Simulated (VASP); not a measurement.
**CdSe: single point with PBEsol**

The system is CdSe.

```xyz
4
Lattice="4.3871 0.0000 0.0000 -2.1936 3.7994 0.0000 0.0000 0.0000 6.8941" Properties=species:S:1:pos:R:3 pbc="T T T"
Cd    0.0000    2.5329    0.0038
Cd    2.1936    1.2665    3.4508
Se    0.0000    2.5329    2.6504
Se    2.1936    1.2665    6.0974
```

This cell differs from its parent crystal: film at in-plane strain +0.02.

```
Program                : VASP 6.6.1
Task                   : single point
Functional             : PBEsol
Potentials or basis    : VASP PAW PBE potentials, release 64 (Cd, Se)
Cutoff                 : 500 eV
k mesh                 : 6 × 6 × 4
Occupations            : fermi-dirac, width 0.01 eV
Spin                   : non-collinear spin, zero start, spin-orbit coupling
Starting moments       : [[0.0, 0.0, 0.0], [0.0, 0.0, 0.0], [0.0, 0.0, 0.0], [0.0, 0.0, 0.0]] μB
Dipole correction      : no
Further INCAR settings : ALGO = Normal; EDIFF = 1e-06; NBANDS = 50
```

The pressure is -0.8 GPa. The largest force is 0.004 eV/Å and the net moment is 0.00 μB per cell. The valence electrons inside the program's atomic spheres are Cd 10.30; Se 3.83.

Forces in eV/Å, atoms in the order of the input:
```
Cd   0.000  0.000 -0.004
Cd   0.000  0.000 -0.004
Se   0.000  0.000  0.004
Se   0.000  0.000  0.004
```

Stress tensor (GPa, compression positive):
```
-1.29  0.00  0.00
 0.00 -1.29  0.00
 0.00  0.00  0.30
```

Moments on the atoms (μB; x, y, z):
```
Cd  0.00 0.00 0.00
Cd  0.00 0.00 0.00
Se  0.00 0.00 0.00
Se  0.00 0.00 0.00
```

Wall time 5.2 min on 1 thread of Oxide Virtual Turin-like Processor (shared host), peak memory 0.48 GiB.

Caveat: the cell differs from its parent crystal (film at in-plane strain +0.02); the PAW data sets were made with another functional, which shifts forces and pressure a little.
